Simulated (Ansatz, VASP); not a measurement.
**One calculation of GaN, two programs**

The input INCAR:

```
SYSTEM = GaN
PREC = Accurate ; ENCUT = 520
EDIFF = 1E-8 ; ISMEAR = -1
SIGMA = 0.05 ; LREAL = .FALSE.
LASPH = .TRUE. ; NELM = 120
ALGO = Normal ; ISIF = 2
LWAVE = .FALSE. ; LCHARG = .FALSE.
GGA = PE ; LEFG = .TRUE.
NBANDS = 16 ; GGA_COMPAT = .FALSE.
```

KPOINTS

```
Automatic mesh
0
G
  11 11 11
  0 0 0
```

File POSCAR:

```
GaN
1.0
    0.0000000000      2.1352350000      2.1352350000
    2.1352350000      0.0000000000      2.1352350000
    2.1352350000      2.1352350000      0.0000000000
Ga N
1 1
Direct
    0.0000000000      0.0000000000      0.0000000000
    0.5000000000      0.5000000000      0.5000000000
```

input.yaml

```yaml
crystal:
  lattice:
    - [0.0, 2.135235, 2.135235]
    - [2.135235, 0.0, 2.135235]
    - [2.135235, 2.135235, 0.0]
  atoms:
    - { symbol: Ga, position: [0.0, 0.0, 0.0] }
    - { symbol: "N", position: [0.5, 0.5, 0.5] }
kpoints:
  mp_grid: { grid: [11, 11, 11] }
scf:
  occupations: { method: fermi_dirac, width: 0.05 }
hamiltonian:
  xc: pbe
  pseudopotentials: { kind: all_electron, datasets: crystal }
output:
  forces: true
  stress: true
  eigenvalues: true
  efg: {}
  elf: true
  volumetric_format: npy
```

Alike in both runs: task electric field gradients; functional PBE; k mesh 11 × 11 × 11; occupations fermi-dirac, width 0.05 eV; no spin polarisation.

|  | VASP | Ansatz |
| --- | --- | --- |
| version | VASP 6.6.1 | Ansatz 0.2.0 |
| potentials or method | VASP PAW PBE potentials, release 64 (Ga_d, N), cutoff 520 eV | all-electron PAW datasets made for the crystal |

Ansatz gave:

| Item | Value |
| --- | --- |
| gap on the k mesh at the Fermi level (eV) | 0.55 |
| least direct gap on the mesh (eV) | 2.38 |
| pressure (GPa) | -0.3 |

Question: What did VASP give for the same quantities?

Answer: gap on the k mesh at the Fermi level (eV): 0.54; least direct gap on the mesh (eV): 2.37; pressure (GPa): 0.4.

Ansatz ran all-electron here, and VASP with PAW potentials.
